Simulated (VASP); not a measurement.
As: single point with PBEsol

Crystal: As.

```
CELL_PARAMETERS angstrom
0.00000 3.00703 3.00703
3.00703 0.00000 3.00703
3.00703 3.00703 0.00000
ATOMIC_POSITIONS crystal
As 0.12500 0.12500 0.12500
As 0.87500 0.87500 0.87500
```

```
Program             : VASP 6.6.1
Task                : single point
Functional          : PBEsol
Potentials or basis : VASP PAW PBE potentials, release 64 (As)
Cutoff              : 520 eV
k mesh              : 15 × 15 × 15
Occupations         : fermi-dirac, width 0.1 eV
Spin                : no spin polarisation
```

The pressure is 0.1 GPa and the band gap on the k mesh is zero (band 5 reaches 3.95 eV, above the bottom of band 6 at 2.56 eV).

Levels at points of the mesh, in eV from the Fermi level:
```csv
k point,band 1,band 2,band 3,band 4,band 5,band 6,band 7,band 8,band 9,band 10
"(0.00, 0.00, 0.00)",-14.01,-5.78,-2.19,-2.19,-2.19,0.59,0.59,0.59,4.70,7.88
```

It took 74 s on 1 thread of AMD EPYC 7571 (shared host), peak memory 0.18 GiB.

Caveat: the PAW data sets were made with another functional, which shifts forces and pressure a little.
